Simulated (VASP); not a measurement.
Runs of VASP 6.6.1 on Mg3Be. The structure is that of space group Fm-3m (No. 225), or close to it. The cells are those of the table. The cell was generated, and may not be a known phase.

| task | cell | k mesh | cutoff (eV) | gap on the mesh (eV) | pressure (GPa) | relaxed volume (Å³/atom) |
| --- | --- | --- | --- | --- | --- | --- |
| single point | a = 4.714 Å, angles 60.0°, 4 atoms | 12 × 12 × 12 | 520 | none | -0.1 | - |
| relaxation of cell and atoms | relaxed from a = 4.512 Å, angles 60.0°, 4 atoms | 6 × 6 × 6 | 600 | none | -0.1 | 18.55 |
| single point | a = 4.720 Å, angles 60.0°, 4 atoms | 6 × 6 × 6 | 520 | none | (a) | - |
| relaxation of cell and atoms | relaxed from a = 4.720 Å, angles 60.0°, 4 atoms | 12 × 12 × 12 | 600 | none | -0.1 | 18.50 |
| single point | a = 4.512 Å, angles 60.0°, 4 atoms | 6 × 6 × 6 | 520 | none | 7.5 | - |

Alike in all rows: level PBE; potentials or basis VASP PAW PBE potentials, release 64 (Mg, Be); no spin polarisation; smearing gaussian 0.1 eV.

Fill in the values left out.

(a) -0.2.

Caveats: the cell stands under pressure (at least some runs).

A gap of «none» marks levels without a gap at the run's occupations.
